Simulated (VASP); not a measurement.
# Cu5H2O6 in VASP: single point with PBE+U

Aim: the single point of Cu5H2O6 with PBE+U.

Program: VASP 6.6.1. These are calculated values, not measurements. Logs are shortened: lines on timing, memory, paths and dates and some standing lists are left out, and cuts for length are marked.

**1. The cell of the first run**

The typed cell holds 13 atoms: a = 2.920 Å, b = 2.920 Å, c = 14.405 Å, α = 90.00°, β = 90.00°, γ = 120.00°.

**2. Single point, PBE+U, collinear spin**

INCAR reads:

```
SYSTEM = Cu5H2O6
ALGO = Normal ; EDIFF = 1E-6
ENCUT = 600 ; GGA = PE
GGA_COMPAT = .False. ; ISIF = 2
ISMEAR = -1 ; ISPIN = 2
ISYM = 0 ; KPAR = 4
LASPH = .True. ; LCHARG = .True.
LDAU = .True. ; LDAUJ = 0 0 0
LDAUL = 2 1 -1 ; LDAUPRINT = 1
LDAUTYPE = 2 ; LDAUU = 6.03 4.27 0
LMAXMIX = 4 ; LORBIT = 11
LREAL = .False. ; LVHAR = .True.
LWAVE = .False. ; MAGMOM = 1 1 1 1 1 0 0 0 0 0 0 0 0
NBANDS = 62 ; NELM = 200
PREC = Accurate ; SIGMA = 0.1
```

KPOINTS reads:

```
k-points
0
Gamma
  7 7 2
  0 0 0
```

POSCAR reads:

```
Cu5H2O6
1.0
    2.9195752600      0.0000000000      0.0000000000
   -1.4597876300      2.5284271200      0.0000000000
    0.0000000000      0.0000000000     14.4052912600
Cu O H
5 6 2
Direct
    0.6667000000      0.3333000000      0.1667000000
    0.3333000000      0.6667000000      0.8333000000
    0.0000000000      0.0000000000      0.0000000000
    0.3333000000      0.6667000000      0.3332000000
    0.6667000000      0.3333000000      0.6668000000
    0.6667000000      0.3333000000      0.9167000000
    0.3333000000      0.6667000000      0.0833000000
    0.6667000000      0.3333000000      0.4070000000
    0.3333000000      0.6667000000      0.5930000000
    0.0000000000      0.0000000000      0.7502000000
    0.0000000000      0.0000000000      0.2498000000
    0.6667000000      0.3333000000      0.4732000000
    0.3333000000      0.6667000000      0.5268000000
```

Potentials or basis: VASP PAW PBE potentials, release 64 (Cu, O, H).

Run with:

```
> cat potpaw_PBE.64/Cu/POTCAR potpaw_PBE.64/O/POTCAR potpaw_PBE.64/H/POTCAR > POTCAR
> mpirun -np 4 vasp_std > vasp.out
```

OUTCAR:

```text
SYSTEM = Cu5H2O6
   EDIFF = 1E-6
   ENCUT = 600
   GGA = PE
   ISIF = 2
   ISMEAR = -1
   ISPIN = 2
   ISYM = 0
   LASPH = .True.
   LORBIT = 11
   LREAL = .False.
   NELM = 200
   PREC = Accurate

 ion  position               nearest neighbor table
   1  0.667  0.333  0.167-  11 2.07  11 2.07  11 2.07   7 2.07   7 2.07   7 2.07
   2  0.333  0.667  0.833-  10 2.07  10 2.07  10 2.07   6 2.07   6 2.07   6 2.07
   3  0.000  0.000  0.000-   6 2.07   7 2.07   6 2.07   7 2.07   6 2.07   7 2.07
   4  0.333  0.667  0.333-   8 1.99   8 1.99   8 1.99  11 2.07  11 2.07  11 2.07
   5  0.667  0.333  0.667-   9 1.99   9 1.99   9 1.99  10 2.07  10 2.07  10 2.07
   6  0.667  0.333  0.917-   3 2.07   3 2.07   3 2.07   2 2.07   2 2.07   2 2.07
   7  0.333  0.667  0.083-   3 2.07   3 2.07   3 2.07   1 2.07   1 2.07   1 2.07
   8  0.667  0.333  0.407-  12 0.95   4 1.99   4 1.99   4 1.99
   9  0.333  0.667  0.593-  13 0.95   5 1.99   5 1.99   5 1.99
  10  0.000  0.000  0.750-   2 2.07   2 2.07   2 2.07   5 2.07   5 2.07   5 2.07
  11  0.000  0.000  0.250-   1 2.07   1 2.07   1 2.07   4 2.07   4 2.07   4 2.07
  12  0.667  0.333  0.473-   8 0.95
  13  0.333  0.667  0.527-   9 0.95

IMPORTANT INFORMATION: All symmetrisations will be switched off!
NOSYMM: (Re-)initialisation of all symmetry stuff for point group C_1.

----------------------------------------------------------------------------------------

                                     Primitive cell

  volume of cell :     106.3389

  direct lattice vectors                    reciprocal lattice vectors
     2.919575260  0.000000000  0.000000000     0.342515575  0.197751399  0.000000000
    -1.459787630  2.528427120  0.000000000     0.000000000  0.395502798  0.000000000
     0.000000000  0.000000000 14.405291260     0.000000000  0.000000000  0.069418937

  length of vectors
     2.919575260  2.919575933 14.405291260     0.395502889  0.395502798  0.069418937

  position of ions in fractional coordinates (direct lattice)
     0.666700000  0.333300000  0.166700000
     0.333300000  0.666700000  0.833300000
     0.000000000  0.000000000  0.000000000
     0.333300000  0.666700000  0.333200000
     0.666700000  0.333300000  0.666800000
     0.666700000  0.333300000  0.916700000
     0.333300000  0.666700000  0.083300000
     0.666700000  0.333300000  0.407000000
     0.333300000  0.666700000  0.593000000
     0.000000000  0.000000000  0.750200000
     0.000000000  0.000000000  0.249800000
     0.666700000  0.333300000  0.473200000
     0.333300000  0.666700000  0.526800000

  ion indices of the primitive-cell ions
   primitive index   ion index
                 1           1
                 2           2
                 3           3
                 4           4
                 5           5
                 6           6
                 7           7
                 8           8
                 9           9
                10          10
                11          11
                12          12
                13          13

----------------------------------------------------------------------------------------

 KPOINTS: k-points

Automatic generation of k-mesh.
 Grid dimensions read from file:
 generate k-points for:    7    7    2

 Generating k-lattice:

  Cartesian coordinates                     Fractional coordinates (reciprocal lattice)
     0.048930796  0.028250200  0.000000000     0.142857143  0.000000000  0.000000000
     0.000000000  0.056500400  0.000000000     0.000000000  0.142857143  0.000000000
     0.000000000  0.000000000  0.034709468     0.000000000  0.000000000  0.500000000

  Length of vectors
     0.056500413  0.056500400  0.034709468

  Shift w.r.t. Gamma in fractional coordinates (k-lattice)
     0.000000000  0.000000000  0.000000000

 Subroutine IBZKPT returns following result:
 ===========================================

 Found     50 irreducible k-points:

 Following reciprocal coordinates:
            Coordinates               Weight
[... 40 lines left out ...]
   LASPH  =      T    aspherical Exc in radial PAW
   ENCUT  =  600.0 eV  44.10 Ry    6.64 a.u.   5.83  5.83 28.77*2*pi/ulx,y,z
   NELM   =    200;   NELMIN=  2; NELMDL= -5     # of ELM steps
   EDIFF  = 0.1E-05   stopping-criterion for ELM
   LREAL  =      F    real-space projection
   EDIFFG = 0.1E-04   stopping-criterion for IOM
   NSW    =      0    number of steps for IOM
   IBRION =     -1    ionic relax: 0-MD 1-quasi-New 2-CG
   NFREE  =      0    steps in history (QN), initial steepest desc. (CG)
   ISIF   =      2    stress and relaxation
   ISYM   =      0    0-nonsym 1-usesym 2-fastsym
   POTIM  = 0.5000    time-step for ionic-motion
   TEBEG  =    0.0;   TEEND  =   0.0 temperature during run
   PSTRESS=    0.0 pullay stress
   NELECT =      93.0000    total number of electrons
   NUPDOWN=      -1.0000    fix difference up-down
   EMIN   =  10.00;   EMAX   =-10.00  energy-range for DOS
   EFERMI =   0.00;   METHOD = LEGACY
   ISMEAR =    -1;   SIGMA  =   0.10  broadening in eV -4-tet -1-fermi 0-gaus
   EFERMI_NEDOS =   21; number of points for ismear=-14 and -15
   IALGO  =     38    algorithm
   IMIX   =      4    mixing-type and parameters
     AMIX     =   0.40;   BMIX     =  1.00
     AMIX_MAG =   1.60;   BMIX_MAG =  1.00
  volume/ion in A,a.u.               =       8.18        55.20
  Fermi-wavevector in a.u.,A,eV,Ry     =   1.565567  2.958493 33.347896  2.451001
  Thomas-Fermi vector in A             =   2.668024
   LORBIT       =     11    0 simple, 1 ext, 2 COOP (PROOUT), +10 PAW based schemes
 LDA+U is selected, type is set to LDAUTYPE =  2
   angular momentum for each species LDAUL =     2    1   -1
   U (eV)           for each species LDAUU =   6.0  4.3  0.0
   J (eV)           for each species LDAUJ =   0.0  0.0  0.0
   GGA     = PE    functional components
   LHFCALC =     F    Hartree Fock is set to
   AEXX    =    0.0000 exact exchange contribution
   IVDW    =     0    specifies the selected vdW correction
   LEPSILON=     F    determine dielectric tensor
   LRPA    =     F    only Hartree local field effects (RPA)
 spin polarized calculation
  energy-cutoff  :      600.00
  volume of cell :      106.34
 maximum number of plane-waves:      3572
   NGX = 11   NGY = 11   NGZ = 57

atom =   1  type =  1  l = 2

 onsite density matrix

spin component  1
[... 149 lines left out ...]
  o =  0.7127  v =  0.0000  0.0000  0.0000  0.0000  0.0000 -0.1095 -0.8143 -0.0001  0.1632  0.5461      0.0000  0.0000  0.0000  0.0000  0.0000  0.0000  0.0000  0.0000  0.0000  0.0000
  o =  0.7141  v =  0.0000  0.0000  0.0000  0.0000  0.0000  0.5461 -0.1632  0.0001 -0.8143  0.1095      0.0000  0.0000  0.0000  0.0000  0.0000  0.0000  0.0000  0.0000  0.0000  0.0000
  o =  0.9708  v =  0.0000  0.0000  0.0000  0.0000  0.0000  0.0006 -0.0023 -1.0000  0.0003 -0.0035      0.0000  0.0000  0.0000  0.0000  0.0000  0.0000  0.0000  0.0000  0.0000  0.0000
  o =  0.9729  v =  0.0000  0.0000  0.0000  0.0000  0.0000  0.8304 -0.0107  0.0008  0.5569 -0.0159      0.0000  0.0000  0.0000  0.0000  0.0000  0.0000  0.0000  0.0000  0.0000  0.0000
  o =  0.9729  v =  0.0000  0.0000  0.0000  0.0000  0.0000 -0.0159 -0.5569  0.0042 -0.0107 -0.8303      0.0000  0.0000  0.0000  0.0000  0.0000  0.0000  0.0000  0.0000  0.0000  0.0000
  o =  0.9732  v =  0.0003 -0.0021 -1.0000  0.0002 -0.0030  0.0000  0.0000  0.0000  0.0000  0.0000      0.0000  0.0000  0.0000  0.0000  0.0000  0.0000  0.0000  0.0000  0.0000  0.0000
  o =  0.9755  v =  0.8127  0.0225  0.0002  0.5814  0.0314  0.0000  0.0000  0.0000  0.0000  0.0000      0.0000  0.0000  0.0000  0.0000  0.0000  0.0000  0.0000  0.0000  0.0000  0.0000
  o =  0.9755  v = -0.0315  0.5812 -0.0037 -0.0225  0.8128  0.0000  0.0000  0.0000  0.0000  0.0000      0.0000  0.0000  0.0000  0.0000  0.0000  0.0000  0.0000  0.0000  0.0000  0.0000
  o =  1.0156  v = -0.5558  0.2408 -0.0000  0.7768 -0.1722  0.0000  0.0000  0.0000  0.0000  0.0000      0.0000  0.0000  0.0000  0.0000  0.0000  0.0000  0.0000  0.0000  0.0000  0.0000
  o =  1.0159  v =  0.1722  0.7770  0.0001 -0.2408 -0.5555  0.0000  0.0000  0.0000  0.0000  0.0000      0.0000  0.0000  0.0000  0.0000  0.0000  0.0000  0.0000  0.0000  0.0000  0.0000

 number of electron      92.9999908 magnetization       4.9931120

 Free energy of the ion-electron system (eV)
  ---------------------------------------------------
  ext. energy  EPLUGINS =         0.00000000
  ---------------------------------------------------
  free energy    TOTEN  =       -33.63532078 eV

  energy without entropy =      -33.50597558  energy(sigma->0) =      -33.57064818

 E-fermi :   5.6382     XC(G=0): -12.1513

 val. band max:        5.6280231886   @ k =   0.4286  -0.1429   0.5000
 cond. band min:       5.6429425397   @ k =   0.1429   0.2857   0.0000
 fundamental gap:      0.0149193511
 Fermi energy:         5.6381571519

 spin component 1

 k-point     1 :       0.0000    0.0000    0.0000
  band No.  band energies     occupation
      1     -15.2748      1.00000
      2     -14.6348      1.00000
      3     -14.0114      1.00000
      4     -13.6751      1.00000
      5     -13.3156      1.00000
      6     -12.8680      1.00000
[... 2921 lines left out ...]
     57      15.8885      0.00000
     58      16.3224      0.00000

 [... further k-points ...]

 [bands above 58 left out]

------------------------ aborting loop because EDIFF is reached ----------------------------------------

  FORCE on cell =-STRESS in cart. coord.  units (eV):
  Direction    XX          YY          ZZ          XY          YZ          ZX
  --------------------------------------------------------------------------------------
  -------------------------------------------------------------------------------------
  Total        9.0838605      9.0872556      7.0599875      0.0009576      0.0018455      0.0001393
  in kB      136.8638898    136.9150436    106.3707823      0.0144286      0.0278049      0.0020991
  external PRESSURE =     126.7165719 kB  Pullay stress =       0.0000000 kB

 VOLUME and BASIS-vectors are now :
 -----------------------------------------------------------------------------
  energy-cutoff  :      600.00
  volume of cell :      106.34
      direct lattice vectors                 reciprocal lattice vectors
     2.919575260  0.000000000  0.000000000     0.342515575  0.197751399  0.000000000
    -1.459787630  2.528427120  0.000000000     0.000000000  0.395502798  0.000000000
     0.000000000  0.000000000 14.405291260     0.000000000  0.000000000  0.069418937

 POSITION                                       TOTAL-FORCE (eV/Angst)
 -----------------------------------------------------------------------------------
      1.45993      0.84272      2.40136        -0.001106      0.000363     -0.129632
     -0.00015      1.68570     12.00393         0.001220     -0.000059      0.129534
      0.00000      0.00000      0.00000        -0.000018     -0.000138      0.000135
     -0.00015      1.68570      4.79984         0.001914     -0.001010      0.098929
      1.45993      0.84272      9.60545        -0.001972      0.000956     -0.099520
      1.45993      0.84272     13.20533         0.000686      0.000447      0.059156
     -0.00015      1.68570      1.19996        -0.000727      0.000032     -0.059228
      1.45993      0.84272      5.86295        -0.002096      0.000086     -0.475143
     -0.00015      1.68570      8.54234         0.002418      0.001507      0.475290
      0.00000      0.00000     10.80685        -0.002283     -0.003492     -0.093101
      0.00000      0.00000      3.59844         0.001846      0.001014      0.093043
      1.45993      0.84272      6.81658        -0.000324     -0.000204      0.724720
     -0.00015      1.68570      7.58871         0.000443      0.000500     -0.724185
 -----------------------------------------------------------------------------------
    total drift:                               -0.000095      0.000109      0.000294

  FREE ENERGIE OF THE ION-ELECTRON SYSTEM (eV)
  ---------------------------------------------------
  free  energy   TOTEN  =       -33.6353207770 eV

  energy  without entropy=      -33.5059755808  energy(sigma->0) =      -33.57064818

 total charge

# of ion       s       p       d       tot
------------------------------------------
    1        0.311   0.350   9.314   9.975
    2        0.311   0.350   9.314   9.975
    3        0.313   0.353   9.291   9.957
    4        0.321   0.392   9.276   9.988
    5        0.321   0.392   9.275   9.988
    6        1.566   3.414   0.000   4.980
    7        1.566   3.414   0.000   4.980
    8        1.554   3.614   0.000   5.168
    9        1.554   3.614   0.000   5.168
   10        1.567   3.411   0.000   4.978
   11        1.567   3.411   0.000   4.978
   12        0.644   0.143   0.000   0.787
   13        0.644   0.143   0.000   0.787
--------------------------------------------------
tot         12.239  23.001  46.470  81.709

 magnetization (x)

# of ion       s       p       d       tot
------------------------------------------
    1       -0.016  -0.004   0.547   0.527
    2       -0.016  -0.004   0.547   0.527
    3       -0.015  -0.005   0.575   0.554
    4       -0.011  -0.008   0.613   0.594
    5       -0.011  -0.008   0.613   0.594
    6        0.009   0.426   0.000   0.436
    7        0.009   0.426   0.000   0.436
    8        0.008   0.156   0.000   0.164
    9        0.008   0.156   0.000   0.164
   10        0.009   0.454   0.000   0.463
   11        0.009   0.454   0.000   0.463
   12       -0.001   0.002   0.000   0.002
   13       -0.001   0.002   0.000   0.002
--------------------------------------------------
tot         -0.018   2.047   2.895   4.923
```

It took 6.5 min on 4 MPI ranks of Intel Xeon Platinum 8375C at 2.90GHz (Ice Lake), shared host; peak memory 0.67 GiB.

Results:

```
Free energy                                           : -33.6353 eV
Pressure                                              : 12.7 GPa
Largest force                                         : 0.725 eV/Å
Band gap on the k mesh                                : zero (filled and empty bands overlap)
Net moment                                            : 4.99 μB per cell
Site moments                                          : Cu +0.53, +0.55, +0.59 (each value once); O +0.44, +0.16, +0.46 (each value once); H +0.00 μB
Valence electrons inside the program's atomic spheres : Cu 9.97, 9.96, 9.99 (each value once); O 4.98, 5.17 (each value once); H 0.79
```

Forces in eV/Å, atoms in the order of the input:
```
Cu  -0.001  0.000 -0.130
Cu   0.001  0.000  0.130
Cu   0.000  0.000  0.000
Cu   0.002 -0.001  0.099
Cu  -0.002  0.001 -0.100
O    0.001  0.000  0.059
O   -0.001  0.000 -0.059
O   -0.002  0.000 -0.475
O    0.002  0.002  0.475
O   -0.002 -0.003 -0.093
O    0.002  0.001  0.093
H    0.000  0.000  0.725
H    0.000  0.001 -0.724
```

Levels at points of the mesh, in eV from the Fermi level:
Spin up:
| k point | band 45 | band 46 | band 47 | band 48 | band 49 | band 50 | band 51 | band 52 | band 53 | band 54 |
| --- | --- | --- | --- | --- | --- | --- | --- | --- | --- | --- |
| (0.00, 0.00, 0.00) | -1.27 | -0.82 | -0.82 | -0.52 | -0.52 | 2.42 | 3.67 | 4.11 | 5.84 | 6.35 |
| (0.00, 0.00, 0.50) | -1.23 | -0.84 | -0.84 | -0.52 | -0.52 | 2.74 | 2.97 | 4.80 | 5.38 | 6.50 |
Spin down:
| k point | band 41 | band 42 | band 43 | band 44 | band 45 | band 46 | band 47 | band 48 |
| --- | --- | --- | --- | --- | --- | --- | --- | --- |
| (0.00, 0.00, 0.00) | -1.06 | -0.15 | -0.15 | 0.54 | 0.55 | 1.13 | 1.13 | 1.49 |
| (0.00, 0.00, 0.50) | -1.02 | -0.18 | -0.18 | 0.57 | 0.57 | 1.12 | 1.12 | 1.50 |

Eigenvalues of the final occupation matrices:
```
    site  spin  trace               eigenvalues
site 1 d     1   4.94  0.97 0.97 0.97 1.01 1.01
site 1 d     2   4.40  0.74 0.74 0.97 0.97 0.97
site 2 d     1   4.94  0.97 0.97 0.97 1.01 1.01
site 2 d     2   4.40  0.74 0.74 0.97 0.97 0.97
site 3 d     1   4.94  0.97 0.97 0.97 1.01 1.01
site 3 d     2   4.37  0.73 0.73 0.97 0.97 0.97
site 4 d     1   4.96  0.97 0.98 0.98 1.02 1.02
site 4 d     2   4.34  0.71 0.71 0.97 0.97 0.97
site 5 d     1   4.96  0.97 0.98 0.98 1.02 1.02
site 5 d     2   4.34  0.71 0.71 0.97 0.97 0.97
```

Caveat: the cell stands under pressure.
